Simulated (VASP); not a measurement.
# Rh (Fm-3m) in VASP: a series of runs

The runs below take Rh through single point, with PBEsol+D3(BJ), PBEsol+D4, PBE.

Everything below comes from runs of VASP 6.6.1. Logs are shortened: lines on timing, memory, paths and dates and some standing lists are left out, and cuts for length are marked.

## Step 1: The cell of the first run

Symmetry: Fm-3m, No. 225, cubic system. The conventional cell has a = 3.748 Å, b = 3.748 Å, c = 3.748 Å, α = 90.00°, β = 90.00°, γ = 90.00°. Within 3.5 Å of Rh (site symmetry m-3m) lie 12 Rh at 2.65 Å.

## Step 2: Single point, PBEsol+D3(BJ)

Input file INCAR:

```
SYSTEM = Rh
PREC     = Accurate       ! precision mode
ENCUT    = 520            ! plane-wave cutoff, eV
EDIFF    = 1E-7           ! SCF threshold, eV
ISMEAR   = -1             ! smearing method
SIGMA    = 0.05           ! smearing width, eV
LREAL    = .False.        ! projectors in reciprocal space
LASPH    = .True.         ! aspherical terms in the spheres
NELM     = 60             ! most SCF steps
ALGO     = Normal         ! electronic algorithm
ISIF     = 2              ! what is computed and relaxed
LWAVE    = .False.        ! write WAVECAR
LCHARG   = .True.         ! write CHGCAR
GGA      = PS             ! functional
IVDW     = 12             ! dispersion correction
LELF     = .True.         ! ELF
LVHAR    = .True.       
NBANDS   = 14             ! bands
```

Input file KPOINTS:

```
Automatic mesh
0
Gamma
  12 12 12
  0 0 0
```

Input file POSCAR:

```
Rh
1.0
    0.0000000000      1.8741295776      1.8741295776
    1.8741295776      0.0000000000      1.8741295776
    1.8741295776      1.8741295776      0.0000000000
Rh
1
Direct
    0.0000000000      0.0000000000      0.0000000000
```

Potentials or basis: VASP PAW PBE potentials, release 64 (Rh_pv).

On the command line:

```sh
cat potpaw_PBE.64/Rh_pv/POTCAR > POTCAR
mpirun -np 1 vasp_std > vasp.out
```

OUTCAR:

```text
SYSTEM = Rh
   PREC = Accurate
   ENCUT = 520
   EDIFF = 1E-7
   ISMEAR = -1
   LREAL = .False.
   LASPH = .True.
   NELM = 60
   ISIF = 2
   GGA = PS
   IVDW = 12
 IVDW          = 12

 ion  position               nearest neighbor table
   1  0.000  0.000  0.000-

  LATTYP: Found a face centered cubic cell.
 ALAT       =     3.7482591552

  Lattice vectors:

 A1 = (   0.0000000000,   1.8741295776,   1.8741295776)
 A2 = (   1.8741295776,   0.0000000000,   1.8741295776)
 A3 = (   1.8741295776,   1.8741295776,   0.0000000000)

Analysis of symmetry for initial positions (statically):
[... 33 lines left out ...]
                                     Primitive cell

  volume of cell :      13.1652

  direct lattice vectors                    reciprocal lattice vectors
     0.000000000  1.874129578  1.874129578    -0.266790518  0.266790518  0.266790518
     1.874129578  0.000000000  1.874129578     0.266790518 -0.266790518  0.266790518
     1.874129578  1.874129578  0.000000000     0.266790518  0.266790518 -0.266790518

  length of vectors
     2.650419466  2.650419466  2.650419466     0.462094731  0.462094731  0.462094731

  position of ions in fractional coordinates (direct lattice)
     0.000000000  0.000000000  0.000000000

  ion indices of the primitive-cell ions
   primitive index   ion index
                 1           1

----------------------------------------------------------------------------------------

 KPOINTS: Automatic mesh

Automatic generation of k-mesh.
 Grid dimensions read from file:
 generate k-points for:   12   12   12

 Generating k-lattice:

  Cartesian coordinates                     Fractional coordinates (reciprocal lattice)
    -0.022232543  0.022232543  0.022232543     0.083333333  0.000000000  0.000000000
     0.022232543 -0.022232543  0.022232543     0.000000000  0.083333333  0.000000000
     0.022232543  0.022232543 -0.022232543     0.000000000  0.000000000  0.083333333

  Length of vectors
     0.038507894  0.038507894  0.038507894

  Shift w.r.t. Gamma in fractional coordinates (k-lattice)
     0.000000000  0.000000000  0.000000000

 Subroutine IBZKPT returns following result:
 ===========================================

 Found     72 irreducible k-points:

 Following reciprocal coordinates:
            Coordinates               Weight
  0.000000  0.000000  0.000000      1.000000
  0.083333  0.000000  0.000000      8.000000
  0.166667  0.000000  0.000000      8.000000
  0.250000  0.000000  0.000000      8.000000
  0.333333  0.000000  0.000000      8.000000
  0.416667  0.000000  0.000000      8.000000
[... 16 lines left out ...]
  0.500000  0.166667  0.000000     24.000000
 -0.416667  0.166667  0.000000     24.000000
 [... further k-points ...]
   k-points           NKPTS =     72   k-points in BZ     NKDIM =     72   number of bands    NBANDS=     14
   number of dos      NEDOS =    301   number of ions     NIONS =      1
   total plane-waves  NPLWV =   8000
   dimension x,y,z NGX =    20 NGY =   20 NGZ =   20
   dimension x,y,z NGXF=    40 NGYF=   40 NGZF=   40
   ions per type =               1
   NGX,Y,Z   is equivalent  to a cutoff of  12.54, 12.54, 12.54 a.u.
   NGXF,Y,Z  is equivalent  to a cutoff of  25.09, 25.09, 25.09 a.u.
 SYSTEM =  Rh
   PREC   = accura    normal or accurate (medium, high low for compatibility)
   ISTART =      0    job   : 0-new  1-cont  2-samecut
   ICHARG =      2    charge: 1-file 2-atom 10-const
   ISPIN  =      1    spin polarized calculation?
   LNONCOLLINEAR =      F non collinear calculations
   LSORBIT =      F    spin-orbit coupling
   LASPH  =      T    aspherical Exc in radial PAW
   ENCUT  =  520.0 eV  38.22 Ry    6.18 a.u.   4.93  4.93  4.93*2*pi/ulx,y,z
   NELM   =     60;   NELMIN=  2; NELMDL= -5     # of ELM steps
   EDIFF  = 0.1E-06   stopping-criterion for ELM
   LREAL  =      F    real-space projection
   EDIFFG = 0.1E-05   stopping-criterion for IOM
   NSW    =      0    number of steps for IOM
   IBRION =     -1    ionic relax: 0-MD 1-quasi-New 2-CG
   NFREE  =      0    steps in history (QN), initial steepest desc. (CG)
   ISIF   =      2    stress and relaxation
   ISYM   =      2    0-nonsym 1-usesym 2-fastsym
   POTIM  = 0.5000    time-step for ionic-motion
   TEBEG  =    0.0;   TEEND  =   0.0 temperature during run
   PSTRESS=    0.0 pullay stress
   NELECT =      15.0000    total number of electrons
   NUPDOWN=      -1.0000    fix difference up-down
   EMIN   =  10.00;   EMAX   =-10.00  energy-range for DOS
   EFERMI =   0.00;   METHOD = LEGACY
   ISMEAR =    -1;   SIGMA  =   0.05  broadening in eV -4-tet -1-fermi 0-gaus
   EFERMI_NEDOS =   21; number of points for ismear=-14 and -15
   IALGO  =     38    algorithm
   IMIX   =      4    mixing-type and parameters
     AMIX     =   0.40;   BMIX     =  1.00
     AMIX_MAG =   1.60;   BMIX_MAG =  1.00
  volume/ion in A,a.u.               =      13.17        88.84
  Fermi-wavevector in a.u.,A,eV,Ry     =   1.709867  3.231180 39.778602  2.923645
  Thomas-Fermi vector in A             =   2.788271
   LORBIT       =      0    0 simple, 1 ext, 2 COOP (PROOUT), +10 PAW based schemes
   GGA     = PS    functional components
   LHFCALC =     F    Hartree Fock is set to
   AEXX    =    0.0000 exact exchange contribution
   IVDW    =    12    specifies the selected vdW correction
   LEPSILON=     F    determine dielectric tensor
   LRPA    =     F    only Hartree local field effects (RPA)
 non-spin polarized calculation
  energy-cutoff  :      520.00
  volume of cell :       13.17
 maximum number of plane-waves:       366
   NGX =  9   NGY =  9   NGZ =  9

 number of electron      15.0000000 magnetization

 Free energy of the ion-electron system (eV)
  ---------------------------------------------------
  ext. energy  EPLUGINS =         0.00000000
  ---------------------------------------------------
  free energy    TOTEN  =        -8.13841108 eV

  energy without entropy =       -8.13083002  energy(sigma->0) =       -8.13462055

 E-fermi :  12.5850     XC(G=0): -14.5020

 val. band max:       12.4911730576   @ k =   0.3333   0.0833   0.0000
 cond. band min:      12.6203292826   @ k =   0.5000   0.4167   0.0000
 fundamental gap:      0.1291562250
 Fermi energy:        12.5849942834

 k-point     1 :       0.0000    0.0000    0.0000
  band No.  band energies     occupation
      1     -33.8588      2.00000
      2     -33.8588      2.00000
      3     -33.8588      2.00000
      4       4.1909      2.00000
      5       9.2484      2.00000
      6       9.2484      2.00000
      7       9.2484      2.00000
      8      11.5069      2.00000
      9      11.5069      2.00000
     10      28.4634      0.00000
     11      32.7721      0.00000
     12      34.1625      0.00000
     13      34.1625      0.00000
     14      34.1625      0.00000

 k-point     2 :       0.0833    0.0000    0.0000
  band No.  band energies     occupation
      1     -33.9183      2.00000
      2     -33.8668      2.00000
      3     -33.8668      2.00000
      4       4.4800      2.00000
      5       9.1196      2.00000
      6       9.3614      2.00000
      7       9.3614      2.00000
      8      11.4440      2.00000
      9      11.4440      2.00000
     10      28.8955      0.00000
     11      32.7168      0.00000
     12      32.8220      0.00000
     13      34.6010      0.00000
     14      34.6010      0.00000

 k-point     3 :       0.1667    0.0000    0.0000
  band No.  band energies     occupation
      1     -34.0790      2.00000
      2     -33.8884      2.00000
      3     -33.8884      2.00000
      4       5.2436      2.00000
      5       8.8924      2.00000
      6       9.5906      2.00000
      7       9.5906      2.00000
      8      11.3880      2.00000
      9      11.3880      2.00000
     10      29.8592      0.00000
     11      30.3793      0.00000
     12      32.7750      0.00000
     13      35.8235      0.00000
     14      35.8235      0.00000

 k-point     4 :       0.2500    0.0000    0.0000
  band No.  band energies     occupation
      1     -34.2946      2.00000
      2     -33.9177      2.00000
      3     -33.9177      2.00000
      4       6.0265      2.00000
      5       9.1162      2.00000
      6       9.6356      2.00000
      7       9.6356      2.00000
      8      11.6706      2.00000
      9      11.6706      2.00000
     10      27.9111      0.00000
     11      30.2490      0.00000
     12      32.7744      0.00000
     13      37.4618      0.00000
     14      37.4618      0.00000

 k-point     5 :       0.3333    0.0000    0.0000
  band No.  band energies     occupation
      1     -34.5058      2.00000
      2     -33.9469      2.00000
      3     -33.9469      2.00000
      4       6.2169      2.00000
      5       9.4453      2.00000
      6       9.4453      2.00000
      7      10.4029      2.00000
      8      12.3082      1.99214
      9      12.3082      1.99214
     10      25.3329      0.00000
     11      29.3164      0.00000
[... 276 lines left out ...]
 k-point    22 :       0.4167    0.1667    0.0000
  band No.  band energies     occupation
      1     -34.5368      2.00000
      2     -34.0580      2.00000
      3     -34.0247      2.00000
      4       6.7824      2.00000
      5       8.5867      2.00000
      6       9.4094      2.00000
      7      10.1879      2.00000
      8      13.1216      0.00004
      9      14.2348      0.00000
     10      24.6738      0.00000
     11      29.8353      0.00000
     12      32.2636      0.00000
     13      32.7685      0.00000
     14      34.0944      0.00000

 k-point    23 :       0.5000    0.1667    0.0000
  band No.  band energies     occupation
      1     -34.6270      2.00000
      2     -34.1036      2.00000
      3     -34.0252      2.00000
      4       6.7273      2.00000
      5       8.5182      2.00000
      6       9.9838      2.00000
      7      10.0788      2.00000
      8      13.2450      0.00000
      9      16.2203      0.00000
     10      22.0640      0.00000
     11      29.0794      0.00000
     12      32.4015      0.00000
     13      32.6770      0.00000
     14      32.8538      0.00000

 k-point    24 :      -0.4167    0.1667    0.0000
  band No.  band energies     occupation
      1     -34.6345      2.00000
      2     -34.1319      2.00000
      3     -34.0076      2.00000
      4       6.8000      2.00000
      5       8.5327      2.00000
      6       9.8865      2.00000
      7      10.3342      2.00000
      8      12.8420      0.01166
      9      16.8133      0.00000
     10      21.6666      0.00000
     11      28.7883      0.00000
     12      31.7475      0.00000
     13      32.7818      0.00000
     14      33.5554      0.00000

 [... further k-points ...]

------------------------ aborting loop because EDIFF is reached ----------------------------------------

 Edisp (eV)   -0.63542

 E8    (eV) :    -0.4280

  FORCE on cell =-STRESS in cart. coord.  units (eV):
  Direction    XX          YY          ZZ          XY          YZ          ZX
  --------------------------------------------------------------------------------------
  -------------------------------------------------------------------------------------
  Total      -0.00562    -0.00562    -0.00562     0.00000     0.00000     0.00000
  in kB      -0.68390    -0.68390    -0.68390     0.00000     0.00000     0.00000
  external pressure =       -0.68 kB  Pullay stress =        0.00 kB

 VOLUME and BASIS-vectors are now :
 -----------------------------------------------------------------------------
  energy-cutoff  :      520.00
  volume of cell :       13.17
      direct lattice vectors                 reciprocal lattice vectors
     0.000000000  1.874129578  1.874129578    -0.266790518  0.266790518  0.266790518
     1.874129578  0.000000000  1.874129578     0.266790518 -0.266790518  0.266790518
     1.874129578  1.874129578  0.000000000     0.266790518  0.266790518 -0.266790518

 POSITION                                       TOTAL-FORCE (eV/Angst)
 -----------------------------------------------------------------------------------
      0.00000      0.00000      0.00000         0.000000     -0.000000     -0.000000
 -----------------------------------------------------------------------------------
    total drift:                                0.000000     -0.000000      0.000000

  FREE ENERGIE OF THE ION-ELECTRON SYSTEM (eV)
  ---------------------------------------------------
  free  energy   TOTEN  =        -8.7738299348 eV

  energy  without entropy=       -8.7662488697  energy(sigma->0) =       -8.77003940
```

Run time: 20 s. Hardware: 1 thread of Intel Xeon 8259CL, shared host; peak memory 0.14 GiB.

What came out:

- Free energy: -8.7738 eV
- Pressure: -0.1 GPa
- Dispersion energy per atom: -0.635 eV

Caveat: the PAW data sets were made with another functional, which shifts forces and pressure a little; pairwise dispersion overbinds metals, which lowers pressure and volume.

(Part 1 of 2 ends here.)
